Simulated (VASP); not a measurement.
# BN (Cmcm) in VASP: notebook

BN is run at these levels: LDA; tasks: single point.

All numbers are computed with VASP 6.6.1; they aren't measurements. Logs are shortened: lines on timing, memory, paths and dates and some standing lists are left out, and cuts for length are marked.

## Step 1: The cell of the first run

It takes space group Cmcm (No. 63, orthorhombic). The conventional cell has a = 2.397 Å, b = 4.310 Å, c = 6.734 Å, α = 90.00°, β = 90.00°, γ = 90.00°. Within 1.9 Å of B (site symmetry m2m) lie 3 N at 1.40 to 1.42 Å. Within 1.9 Å of N (site symmetry m2m) lie 3 B at 1.40 to 1.42 Å.

## Step 2: Single point, LDA (normal strain along x -0.0367, normal strain along z +0.0367)

INCAR

```
SYSTEM = BN
PREC = Accurate ; ENCUT = 520
EDIFF = 1E-6 ; ISMEAR = 0
SIGMA = 0.05 ; LREAL = .FALSE.
LASPH = .TRUE. ; NELM = 60
ALGO = Normal ; ISIF = 2
LWAVE = .FALSE. ; LCHARG = .FALSE.
GGA = CA ; NBANDS = 16
```

KPOINTS

```
Automatic mesh
0
G
  12 12 4
  0 0 0
```

POSCAR

```
BN
1.0
    2.3970292072      0.0000000000      0.0000000000
   -1.1985146036      2.1549757989      0.0000000000
    0.0000000000      0.0000000000      6.7336479570
B N
2 2
Direct
    0.3271999742      0.6543999485      0.2500000000
    0.6728000258      0.3456000515      0.7500000000
    0.3425872649      0.6851745298      0.7500000000
    0.6574127351      0.3148254702      0.2500000000
```

Potentials or basis: VASP PAW LDA potentials, release 64 (B, N).

Started as:

```sh
cat potpaw_LDA.64/B/POTCAR potpaw_LDA.64/N/POTCAR > POTCAR
mpirun -np 1 vasp_std > vasp.out
```

OUTCAR:

```text
SYSTEM = BN
   PREC = Accurate
   ENCUT = 520
   EDIFF = 1E-6
   ISMEAR = 0
   LREAL = .FALSE.
   LASPH = .TRUE.
   NELM = 60
   ISIF = 2
   GGA = CA

 ion  position               nearest neighbor table
   1  0.327  0.654  0.250-   4 1.40   4 1.40   4 1.42
   2  0.673  0.346  0.750-   3 1.40   3 1.40   3 1.42
   3  0.343  0.685  0.750-   2 1.40   2 1.40   2 1.42
   4  0.657  0.315  0.250-   1 1.40   1 1.40   1 1.42

  LATTYP: Found a base centered orthorhombic cell.
 ALAT       =     2.3970292072
 B/A-ratio  =     1.7980388328
 C/A-ratio  =     2.8091639171

  Lattice vectors:

 A1 = (   1.1985146036,  -2.1549757989,   0.0000000000)
 A2 = (   1.1985146036,   2.1549757989,   0.0000000000)
 A3 = (   0.0000000000,   0.0000000000,   6.7336479570)

Analysis of symmetry for initial positions (statically):
=====================================================================
 Subroutine PRICEL returns:
 Original cell was already a primitive cell.

 Routine SETGRP: Setting up the symmetry group for a
 base centered orthorhombic supercell.

 Subroutine GETGRP returns: Found  8 space group operations
 (whereof  4 operations were pure point group operations)
 out of a pool of  8 trial point group operations.

The static configuration has the point symmetry C_2h.
 The point group associated with its full space group is D_2h.

Analysis of symmetry for dynamics (positions and initial velocities):
=====================================================================
 Subroutine PRICEL returns:
 Original cell was already a primitive cell.

 Routine SETGRP: Setting up the symmetry group for a
 base centered orthorhombic supercell.

 Subroutine GETGRP returns: Found  8 space group operations
 (whereof  4 operations were pure point group operations)
 out of a pool of  8 trial point group operations.

The dynamic configuration has the point symmetry C_2h.
 The point group associated with its full space group is D_2h.

 Subroutine INISYM returns: Found  8 space group operations
 (whereof  4 operations are pure point group operations),
 and found     1 'primitive' translations

----------------------------------------------------------------------------------------

                                     Primitive cell

  volume of cell :      34.7829

  direct lattice vectors                    reciprocal lattice vectors
     2.397029207  0.000000000  0.000000000     0.417183069  0.232021167  0.000000000
    -1.198514604  2.154975799  0.000000000     0.000000000  0.464042334  0.000000000
     0.000000000  0.000000000  6.733647957     0.000000000  0.000000000  0.148507912

  length of vectors
     2.397029207  2.465838184  6.733647957     0.477363106  0.464042334  0.148507912
[... 86 lines left out ...]
   LREAL  =      F    real-space projection
   EDIFFG = 0.1E-04   stopping-criterion for IOM
   NSW    =      0    number of steps for IOM
   IBRION =     -1    ionic relax: 0-MD 1-quasi-New 2-CG
   NFREE  =      0    steps in history (QN), initial steepest desc. (CG)
   ISIF   =      2    stress and relaxation
   ISYM   =      2    0-nonsym 1-usesym 2-fastsym
   POTIM  = 0.5000    time-step for ionic-motion
   TEBEG  =    0.0;   TEEND  =   0.0 temperature during run
   PSTRESS=    0.0 pullay stress
   NELECT =      16.0000    total number of electrons
   NUPDOWN=      -1.0000    fix difference up-down
   EMIN   =  10.00;   EMAX   =-10.00  energy-range for DOS
   EFERMI =   0.00;   METHOD = LEGACY
   ISMEAR =     0;   SIGMA  =   0.05  broadening in eV -4-tet -1-fermi 0-gaus
   EFERMI_NEDOS =   21; number of points for ismear=-14 and -15
   IALGO  =     38    algorithm
   IMIX   =      4    mixing-type and parameters
     AMIX     =   0.40;   BMIX     =  1.00
     AMIX_MAG =   1.60;   BMIX_MAG =  1.00
  volume/ion in A,a.u.               =       8.70        58.68
  Fermi-wavevector in a.u.,A,eV,Ry     =   1.263745  2.388132 21.729204  1.597051
  Thomas-Fermi vector in A             =   2.397086
   LORBIT       =      0    0 simple, 1 ext, 2 COOP (PROOUT), +10 PAW based schemes
   GGA     = CA    functional components
   LHFCALC =     F    Hartree Fock is set to
   AEXX    =    0.0000 exact exchange contribution
   IVDW    =     0    specifies the selected vdW correction
   LEPSILON=     F    determine dielectric tensor
   LRPA    =     F    only Hartree local field effects (RPA)
 non-spin polarized calculation
 Gauss-broadening in eV      SIGMA  =   0.05
  energy-cutoff  :      520.00
  volume of cell :       34.78
 maximum number of plane-waves:       958
 NGX is ok and might be reduce to    18
   NGX =  9   NGY =  9   NGZ = 25

 number of electron      16.0000003 magnetization

 Free energy of the ion-electron system (eV)
  ---------------------------------------------------
  ext. energy  EPLUGINS =         0.00000000
  ---------------------------------------------------
  free energy    TOTEN  =       -38.42408390 eV

  energy without entropy =      -38.42408390  energy(sigma->0) =      -38.42408390

 E-fermi :   2.6663     XC(G=0): -10.5893

 val. band max:        2.3960977197   @ k =   0.4167   0.2500   0.0000
 cond. band min:       6.4404964338   @ k =   0.0000   0.5000   0.0000
 fundamental gap:      4.0443987141
 Fermi energy:         2.6663305348

 k-point     1 :       0.0000    0.0000    0.0000
  band No.  band energies     occupation
      1     -15.6597      2.00000
      2     -15.3835      2.00000
      3      -4.2873      2.00000
      4      -2.2650      2.00000
      5       0.8351      2.00000
      6       0.8666      2.00000
[... 433 lines left out ...]
      3      -6.4653      2.00000
      4      -6.3944      2.00000
      5      -3.4100      2.00000
      6      -3.3527      2.00000
[... 8 lines left out ...]
     15      17.1776      0.00000
     16      19.9229      0.00000

 [... further k-points ...]
[... 5 lines left out ...]
  --------------------------------------------------------------------------------------
  -------------------------------------------------------------------------------------
  Total        7.9841870      2.1374356     -0.2102827      0.0000000      0.0000000      0.0000000
  in kB      367.7690273     98.4549368     -9.6860793      0.0000000      0.0000000      0.0000000
  external PRESSURE =     152.1792950 kB  Pullay stress =       0.0000000 kB

 VOLUME and BASIS-vectors are now :
 -----------------------------------------------------------------------------
  energy-cutoff  :      520.00
  volume of cell :       34.78
      direct lattice vectors                 reciprocal lattice vectors
     2.397029207  0.000000000  0.000000000     0.417183069  0.232021167  0.000000000
    -1.198514604  2.154975799  0.000000000     0.000000000  0.464042334  0.000000000
     0.000000000  0.000000000  6.733647957     0.000000000  0.000000000  0.148507912

 POSITION                                       TOTAL-FORCE (eV/Angst)
 -----------------------------------------------------------------------------------
     -0.00000      1.41022      1.68341        -0.000000     -0.002795      0.000000
      1.19851      0.74476      5.05024         0.000000      0.002795      0.000000
     -0.00000      1.47653      5.05024        -0.000000     -0.003358      0.000000
      1.19851      0.67844      1.68341         0.000000      0.003358     -0.000000
 -----------------------------------------------------------------------------------
    total drift:                               -0.000000      0.000000      0.000000

  FREE ENERGIE OF THE ION-ELECTRON SYSTEM (eV)
  ---------------------------------------------------
  free  energy   TOTEN  =       -38.4240838956 eV

  energy  without entropy=      -38.4240838956  energy(sigma->0) =      -38.42408390
```

It took 29 s on 1 thread of Intel Xeon Platinum 8559C (Emerald Rapids), shared host; peak memory 0.16 GiB.

What came out:

- Free energy: -38.4241 eV
- Pressure: 15.2 GPa
- Largest force: 0.003 eV/Å
- Band gap on the k mesh: 4.04 eV, indirect (least direct gap 4.68 eV)

Forces on the atoms (eV/Å):
```
B    0.000 -0.003  0.000
B    0.000  0.003  0.000
N    0.000 -0.003  0.000
N    0.000  0.003  0.000
```

Caveat: the cell differs from its parent crystal (normal strain along x -0.0367, normal strain along z +0.0367). A k mesh can miss the band edges.

## Step 3: Single point, LDA (normal strain along x -0.0733, normal strain along z +0.0733)

INCAR

```
SYSTEM = BN
  ALGO = Normal
  EDIFF = 1E-7
  ENCUT = 520
  GGA = CA
  ISIF = 2
  ISMEAR = 0
  LASPH = .TRUE.
  LCHARG = .FALSE.
  LREAL = .FALSE.
  LWAVE = .FALSE.
  NBANDS = 16
  NELM = 80
  PREC = Accurate
  SIGMA = 0.05
```

KPOINTS

```
k-points
0
G
  12 12 4
  0 0 0
```

POSCAR

```
BN
1.0
    2.3059555345      0.0000000000      0.0000000000
   -1.1529777672      2.1549757989      0.0000000000
    0.0000000000      0.0000000000      6.9713748937
B N
2 2
Direct
    0.3234481493      0.6468962987      0.2500000000
    0.6765518507      0.3531037013      0.7500000000
    0.3500472287      0.7000944575      0.7500000000
    0.6499527713      0.2999055425      0.2500000000
```

Potentials or basis: VASP PAW LDA potentials, release 64 (B, N).

Started as:

```sh
cat potpaw_LDA.64/B/POTCAR potpaw_LDA.64/N/POTCAR > POTCAR
mpirun -np 1 vasp_std > vasp.out
```

Wall time 33 s (1 thread of Intel Xeon Platinum 8559C (Emerald Rapids), shared host); peak memory 0.16 GiB.

It converged, with:

```
Free energy            : -37.9404 eV
Pressure               : 31.9 GPa
Largest force          : 0.010 eV/Å
Band gap on the k mesh : 3.92 eV, indirect (least direct gap 4.84 eV)
```

Forces on the atoms (eV/Å):
```
B    0.000  0.010  0.000
B    0.000 -0.010  0.000
N    0.000  0.010  0.000
N    0.000 -0.010  0.000
```

Stress tensor (GPa, compression positive):
```
76.80  0.00  0.00
 0.00 20.29  0.00
 0.00  0.00 -1.46
```

Levels at points of the mesh, in eV from the valence-band top:
| k point | band 4 | band 5 | band 6 | band 7 | band 8 | band 9 | band 10 | band 11 | band 12 | band 13 |
| --- | --- | --- | --- | --- | --- | --- | --- | --- | --- | --- |
| (0.00, 0.00, 0.00) | -5.22 | -1.89 | -1.87 | -0.52 | -0.50 | 4.42 | 9.49 | 11.42 | 11.88 | 13.03 |
| (0.50, 0.00, 0.00) | -9.27 | -4.88 | -4.84 | -1.29 | -0.52 | 4.50 | 5.76 | 10.02 | 10.54 | 12.72 |
| (0.00, 0.50, 0.00) | -9.69 | -3.28 | -3.25 | -1.89 | -1.18 | 3.92 | 4.99 | 10.85 | 11.98 | 13.22 |
| (0.00, 0.00, 0.50) | -6.14 | -1.88 | -1.88 | -0.51 | -0.51 | 6.62 | 6.62 | 11.76 | 11.76 | 13.05 |
| (0.50, 0.00, 0.50) | -9.29 | -4.86 | -4.86 | -0.90 | -0.90 | 4.99 | 4.99 | 10.42 | 10.42 | 13.62 |
| (0.00, 0.50, 0.50) | -9.70 | -3.26 | -3.26 | -1.52 | -1.52 | 4.28 | 4.28 | 12.31 | 12.31 | 13.58 |

Caveat: the cell differs from its parent crystal (normal strain along x -0.0733, normal strain along z +0.0733). A k mesh can miss the band edges.
